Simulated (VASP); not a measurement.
Runs of VASP 6.6.1 on Tl. Symmetry: Im-3m, No. 229, cubic system. Conventional cell: a = 3.912 Å, b = 3.912 Å, c = 3.912 Å, α = 90.00°, β = 90.00°, γ = 90.00°. Within 4.5 Å of Tl (site symmetry m-3m) lie 14 Tl at 3.39 to 3.91 Å. This isn't the form of Tl at room conditions, which is hcp.

| level | spin | k mesh | cutoff (eV) | smearing | grid for exact exchange (PRECFOCK) | share of exact exchange | gap on the mesh (eV) | pressure (GPa) | moment (μB) |
| --- | --- | --- | --- | --- | --- | --- | --- | --- | --- |
| r2SCAN | non-collinear, zero start, SOC | 9 × 9 × 9 | 520 | gaussian 0.1 eV | - | - | - | -0.2 | 0.00 |
| r2SCAN | non-collinear, zero start, SOC | 13 × 13 × 13 | 520 | gaussian 0.1 eV | - | - | - | -0.2 | 0.00 |
| r2SCAN50+D4 | off | 6 × 6 × 6 | 440 | fermi-dirac 0.1 eV | Normal | 0.5 | none | -1.6 | - |
| PBE | off | 8 × 8 × 8 | 520 | fermi-dirac 0.025 eV | - | - | none | 1.6 | - |
| r2SCAN | non-collinear, zero start, SOC | 7 × 7 × 7 | 520 | gaussian 0.1 eV | - | - | - | -0.4 | 0.00 |
| r2SCAN | non-collinear, zero start, SOC | 11 × 11 × 11 | 520 | gaussian 0.1 eV | - | - | - | -0.3 | 0.00 |
| PBE | off | 8 × 8 × 8 | 520 | fermi-dirac 0.005 eV | - | - | none | 1.6 | - |
| PBEsol+D3(BJ) | non-collinear, typed start | 10 × 10 × 10 | 520 | fermi-dirac 0.1 eV | - | - | none | (a) | 0.00 |

Alike in all rows: task single point; potentials or basis VASP PAW PBE potentials, release 64 (Tl_d); cell as given.

Q: Estimate the missing entries.

A: (a) -3.6.

Caveats: some runs use coarse meshes; the PAW data sets were made with another functional, which shifts forces and pressure a little (at least some runs); spin-orbit coupling is left out, which moves the levels of the heavy elements (at least some runs); the cell stands under tension (at least some runs).

A k mesh can miss the band edges, and rows without SOC leave out spin-orbit coupling on Tl.

A gap of «none» marks levels without a gap at the run's occupations.
